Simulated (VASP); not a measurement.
# Ta2N (P-3m1) in VASP: further runs, part 2 of 2

VASP 6.6.1. Earlier steps stand in the parts before.

## Step 5: Single point, HSE06

This run uses another cell than the first one, of 13.62 Å³/atom.

File POSCAR:

```
Ta2N
1.0
    3.1128615060      0.0000000000      0.0000000000
   -1.5564307530      2.6958171426      0.0000000000
    0.0000000000      0.0000000000      4.8698410000
Ta N
2 1
Direct
    0.3333333333      0.6666666667      0.2547110000
    0.6666666667      0.3333333333      0.7452890000
    0.0000000000      0.0000000000      0.0000000000
```

File INCAR.step1:

```
  PREC = Accurate
  ENCUT = 520
  EDIFF = 1E-5
  ISMEAR = -1
  SIGMA = 0.1
  LREAL = F
  LASPH = T
  NELM = 80
  ALGO = Normal
  ISIF = 2
  LWAVE = T
  LCHARG = F
  NBANDS = 20
  GGA = PE
```

File INCAR.step2:

```
  PREC = Accurate
  ENCUT = 520
  EDIFF = 1E-7
  ISMEAR = -1
  SIGMA = 0.1
  LREAL = F
  LASPH = T
  NELM = 80
  ALGO = Normal
  ISIF = 2
  LWAVE = F
  LCHARG = F
  GGA = PE
  LHFCALC = T
  HFSCREEN = 0.2079
  PRECFOCK = Normal
  NBANDS = 20
  ISTART = 1
```

File KPOINTS:

```
regular mesh
0
Gamma
  5 5 3
```

Run with:

```
cat potpaw_PBE.64/Ta_pv/POTCAR potpaw_PBE.64/N/POTCAR > POTCAR
cp INCAR.step1 INCAR
mpirun -np 1 vasp_std > vasp.out
cp INCAR.step2 INCAR
mpirun -np 1 vasp_std > vasp.out
```

Wall time 16 min (1 thread of Intel Xeon 6975P-C (Granite Rapids), shared host); peak memory 0.27 GiB.

The run converged. Its results:

```yaml
Free_energy: -39.9296 eV
Pressure: -8.0 GPa
Largest_force: 0.774 eV/Å
Band_gap_on_the_k_mesh: zero (an odd number of electrons rules out a gap without spin polarisation)
```

Forces in eV/Å, atoms in the order of the input:
```
Ta   0.000  0.000 -0.774
Ta   0.000  0.000  0.774
N    0.000  0.000  0.000
```

Stress tensor (GPa, compression positive):
```
-9.81  0.00  0.00
 0.00 -9.81  0.00
 0.00  0.00 -4.44
```

Levels at points of the mesh, in eV from the Fermi level:
```tsv
k point	band 10	band 11	band 12	band 13	band 14	band 15	band 16	band 17
(0.00, 0.00, 0.00)	-7.02	-5.92	-0.69	-0.16	-0.16	0.28	0.50	0.50
```

Caveat: the k points lie up to 0.47 Å⁻¹ apart, too coarse for converged energies and pressures of a metal; the PAW data sets were made with another functional, which shifts forces and pressure a little; spin-orbit coupling is left out, which moves the levels of the heavy elements.

## Step 6: Single point, PBE

This run uses another cell than the first one, of 13.35 Å³/atom.

File INCAR:

```
  ALGO = Normal
  EDIFF = 1E-7
  ENCUT = 520
  GGA = PE
  ISIF = 2
  ISMEAR = -1
  LASPH = T
  LCHARG = T
  LELF = T
  LREAL = F
  LVHAR = T
  LWAVE = F
  NBANDS = 20
  NELM = 100
  PREC = Accurate
  SIGMA = 0.05
```

File KPOINTS:

```
k-points
0
Gamma
  10 10 6
```

File POSCAR:

```
Ta2N
1.0
    3.0919691885      0.0000000000      0.0000000000
   -1.5459845943      2.6777238649      0.0000000000
    0.0000000000      0.0000000000      4.8371565186
Ta N
2 1
Direct
    0.3333333333      0.6666666667      0.2547110000
    0.6666666667      0.3333333333      0.7452890000
    0.0000000000      0.0000000000      0.0000000000
```

Potentials or basis: VASP PAW PBE potentials, release 64 (Ta_pv, N).

Run with:

```
cat potpaw_PBE.64/Ta_pv/POTCAR potpaw_PBE.64/N/POTCAR > POTCAR
mpirun -np 1 vasp_std > vasp.out
```

OUTCAR:

```text
EDIFF = 1E-7
   ENCUT = 520
   GGA = PE
   ISIF = 2
   ISMEAR = -1
   LASPH = T
   LREAL = F
   NELM = 100
   PREC = Accurate

 ion  position               nearest neighbor table
   1  0.333  0.667  0.255-   3 2.17   3 2.17   3 2.17   2 2.97   2 2.97   2 2.97   2 3.04   2 3.04
                             2 3.04
   2  0.667  0.333  0.745-   3 2.17   3 2.17   3 2.17   1 2.97   1 2.97   1 2.97   1 3.04   1 3.04
                             1 3.04
   3  0.000  0.000  0.000-   1 2.17   2 2.17   1 2.17   2 2.17   2 2.17   1 2.17

  LATTYP: Found a hexagonal cell.
 ALAT       =     3.0919691885
 C/A-ratio  =     1.5644258476

  Lattice vectors:

 A1 = (   3.0919691885,   0.0000000000,   0.0000000000)
 A2 = (  -1.5459845943,   2.6777238649,   0.0000000000)
 A3 = (   0.0000000000,   0.0000000000,   4.8371565186)

Analysis of symmetry for initial positions (statically):
=====================================================================
 Subroutine PRICEL returns:
 Original cell was already a primitive cell.

 Routine SETGRP: Setting up the symmetry group for a
 hexagonal supercell.

 Subroutine GETGRP returns: Found 12 space group operations
 (whereof 12 operations were pure point group operations)
 out of a pool of 24 trial point group operations.

The static configuration has the point symmetry D_3d.

Analysis of symmetry for dynamics (positions and initial velocities):
=====================================================================
 Subroutine PRICEL returns:
 Original cell was already a primitive cell.

 Routine SETGRP: Setting up the symmetry group for a
 hexagonal supercell.

 Subroutine GETGRP returns: Found 12 space group operations
 (whereof 12 operations were pure point group operations)
[... 116 lines left out ...]
   NUPDOWN=      -1.0000    fix difference up-down
   EMIN   =  10.00;   EMAX   =-10.00  energy-range for DOS
   EFERMI =   0.00;   METHOD = LEGACY
   ISMEAR =    -1;   SIGMA  =   0.05  broadening in eV -4-tet -1-fermi 0-gaus
   EFERMI_NEDOS =   21; number of points for ismear=-14 and -15
   IALGO  =     38    algorithm
   IMIX   =      4    mixing-type and parameters
     AMIX     =   0.40;   BMIX     =  1.00
     AMIX_MAG =   1.60;   BMIX_MAG =  1.00
  volume/ion in A,a.u.               =      13.35        90.09
  Fermi-wavevector in a.u.,A,eV,Ry     =   1.435486  2.712676 28.036450  2.060621
  Thomas-Fermi vector in A             =   2.554780
   LORBIT       =      0    0 simple, 1 ext, 2 COOP (PROOUT), +10 PAW based schemes
   GGA     = PE    functional components
   LHFCALC =     F    Hartree Fock is set to
   AEXX    =    0.0000 exact exchange contribution
   IVDW    =     0    specifies the selected vdW correction
   LEPSILON=     F    determine dielectric tensor
   LRPA    =     F    only Hartree local field effects (RPA)
 non-spin polarized calculation
  energy-cutoff  :      520.00
  volume of cell :       40.05
 maximum number of plane-waves:      1090
 NGX is ok and might be reduce to    24
   NGX = 11   NGY = 11   NGZ = 17

 number of electron      27.0000000 magnetization

 Free energy of the ion-electron system (eV)
  ---------------------------------------------------
  ext. energy  EPLUGINS =         0.00000000
  ---------------------------------------------------
  free energy    TOTEN  =       -34.37316142 eV

  energy without entropy =      -34.35978421  energy(sigma->0) =      -34.36647282

 E-fermi :   7.6577     XC(G=0): -12.9533

 val. band max:        7.6506503355   @ k =  -0.1000   0.4000   0.1667
 cond. band min:       7.6645481555   @ k =   0.0000   0.3000   0.3333
 fundamental gap:      0.0138978200
 Fermi energy:         7.6577191920

 k-point     1 :       0.0000    0.0000    0.0000
  band No.  band energies     occupation
      1     -28.0358      2.00000
      2     -27.2647      2.00000
      3     -27.2647      2.00000
      4     -27.1313      2.00000
      5     -27.1313      2.00000
      6     -27.0107      2.00000
[... 541 lines left out ...]
     19      12.3236      0.00000
     20      13.1880      0.00000

 [... further k-points ...]

------------------------ aborting loop because EDIFF is reached ----------------------------------------

  FORCE on cell =-STRESS in cart. coord.  units (eV):
  Direction    XX          YY          ZZ          XY          YZ          ZX
  --------------------------------------------------------------------------------------
  -------------------------------------------------------------------------------------
  Total        1.1445900      1.1445900      1.4839837     -0.0000000      0.0000000      0.0000000
  in kB       45.7898719     45.7898719     59.3674802     -0.0000000      0.0000000      0.0000000
  external PRESSURE =      50.3157414 kB  Pullay stress =       0.0000000 kB

 VOLUME and BASIS-vectors are now :
 -----------------------------------------------------------------------------
  energy-cutoff  :      520.00
  volume of cell :       40.05
      direct lattice vectors                 reciprocal lattice vectors
     3.091969188  0.000000000  0.000000000     0.323418488  0.186725751  0.000000000
    -1.545984594  2.677723865  0.000000000     0.000000000  0.373451502  0.000000000
     0.000000000  0.000000000  4.837156519     0.000000000  0.000000000  0.206733025

 POSITION                                       TOTAL-FORCE (eV/Angst)
 -----------------------------------------------------------------------------------
     -0.00000      1.78515      1.23208         0.000000      0.000000      0.145479
      1.54598      0.89257      3.60508         0.000000     -0.000000     -0.145479
      0.00000      0.00000      0.00000        -0.000000      0.000000      0.000000
 -----------------------------------------------------------------------------------
    total drift:                               -0.000000      0.000000      0.000000

  FREE ENERGIE OF THE ION-ELECTRON SYSTEM (eV)
  ---------------------------------------------------
  free  energy   TOTEN  =       -34.3731614181 eV

  energy  without entropy=      -34.3597842129  energy(sigma->0) =      -34.36647282
```

Run time: 21 s. Hardware: 1 thread of Intel Xeon 6975P-C (Granite Rapids), shared host; peak memory 0.18 GiB.

What came out:

* Free energy: -34.3732 eV
* Pressure: 5.0 GPa
* Largest force: 0.145 eV/Å
* Band gap on the k mesh: zero (an odd number of electrons rules out a gap without spin polarisation)

Forces on the atoms (eV/Å):
```
Ta   0.000  0.000  0.145
Ta   0.000  0.000 -0.145
N    0.000  0.000  0.000
```

Stress tensor (GPa, compression positive):
```
4.58 0.00 0.00
0.00 4.58 0.00
0.00 0.00 5.94
```

Levels at points of the mesh, in eV from the Fermi level:
```tsv
k point	band 11	band 12	band 13	band 14	band 15	band 16	band 17	band 18
(0.00, 0.00, 0.00)	-4.96	-0.67	-0.24	-0.24	0.28	0.29	0.29	1.19
(0.50, 0.00, 0.00)	-4.64	-2.64	-1.37	1.81	1.94	3.80	4.09	4.34
(0.00, 0.00, 0.50)	-2.91	-2.66	-1.14	-1.14	1.82	2.01	2.35	2.35
(0.50, 0.00, 0.50)	-3.34	-2.17	-2.12	-0.28	0.74	3.37	3.61	4.10
```

Caveat: the cell stands under pressure; spin-orbit coupling is left out, which moves the levels of the heavy elements.

## Step 7: Overview

| task | level | cell | k mesh | cutoff (eV) | smearing | grid for exact exchange (PRECFOCK) | share of exact exchange | screening parameter | gap on the mesh (eV) | pressure (GPa) | relaxed volume (Å³/atom) | largest force (eV/Å) |
| --- | --- | --- | --- | --- | --- | --- | --- | --- | --- | --- | --- | --- |
| single point | PBE+D4 | a = 3.084, b = 3.084, c = 4.872 Å, angles 90.0, 90.0, 120.0°, 3 atoms | 10 × 10 × 6 | 520 | fermi-dirac 0.05 eV | - | - | - | none | 0.5 | - | 0.05 |
| relaxation of cell and atoms | PBE+D3(BJ) | relaxed from a = 3.113, b = 3.113, c = 4.870 Å, angles 90.0, 90.0, 120.0°, 3 atoms | 10 × 10 × 6 | 600 | fermi-dirac 0.05 eV | - | - | - | none | 0.0 | 13.26 | - |
| relaxation of cell and atoms | PBE+D4 | relaxed from a = 3.113, b = 3.113, c = 4.870 Å, angles 90.0, 90.0, 120.0°, 3 atoms | 10 × 10 × 6 | 600 | fermi-dirac 0.05 eV | - | - | - | none | 0.0 | 13.40 | - |
| single point | HSE06 | a = 3.113, b = 3.113, c = 4.870 Å, angles 90.0, 90.0, 120.0°, 3 atoms | 5 × 5 × 3 | 520 | fermi-dirac 0.1 eV | Normal | 0.25 | 0.2079 1/Å | none | -8.0 | - | 0.77 |
| single point | PBE | a = 3.092, b = 3.092, c = 4.837 Å, angles 90.0, 90.0, 120.0°, 3 atoms | 10 × 10 × 6 | 520 | fermi-dirac 0.05 eV | - | - | - | none | 5.0 | - | 0.15 |

Alike in all rows: potentials or basis VASP PAW PBE potentials, release 64 (Ta_pv, N); no spin polarisation.

Caveats: some runs use coarse meshes; spin-orbit coupling is left out, which moves the levels of the heavy elements; the PAW data sets were made with another functional, which shifts forces and pressure a little (at least some runs); the cell stands under pressure (at least some runs).

Total energies depend on the potentials used, so only differences within one code and one set of settings carry meaning.
